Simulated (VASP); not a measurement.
Here is a VASP 6.6.1 calculation.

INCAR

```
PREC     = Accurate       # precision mode
ENCUT    = 520            # plane-wave cutoff, eV
EDIFF    = 1E-6           # SCF threshold, eV
ISMEAR   = 0              # smearing method
SIGMA    = 0.05           # smearing width, eV
LREAL    = F              # projectors in reciprocal space
LASPH    = T              # aspherical terms in the spheres
NELM     = 80             # most SCF steps
ALGO     = Normal         # electronic algorithm
ISIF     = 2              # what is computed and relaxed
LWAVE    = F              # write WAVECAR
LCHARG   = F              # write CHGCAR
GGA      = PE             # functional
NBANDS   = 11             # bands
```

KPOINTS

```
Automatic mesh
0
Gamma
  12 12 12
```

Contents of POSCAR:

```
BN
1.0
    0.0000000000      1.9139256747      1.6268368235
    1.9139256747      0.0000000000      1.6268368235
    1.9139256747      1.9139256747      0.0000000000
B N
1 1
Direct
    0.0000000000      0.0000000000      0.0000000000
    0.7500000000      0.7500000000      0.7500000000
```

Potentials or basis: VASP PAW PBE potentials, release 64 (B, N).

The run is started by

```bash
$ cat potpaw_PBE.64/B/POTCAR potpaw_PBE.64/N/POTCAR > POTCAR
$ mpirun -np 1 vasp_std > vasp.out
```

Question: Estimate the pressure.

Answer: -0.9 GPa.

Question: Estimate the band gap on the k mesh.

Answer: 2.09 eV, indirect (least direct gap 7.43 eV).

Stress tensor (GPa, compression positive):
```
-26.89   0.00   0.00
  0.00 -26.89   0.00
  0.00   0.00  51.04
```

 A k mesh can miss the band edges.
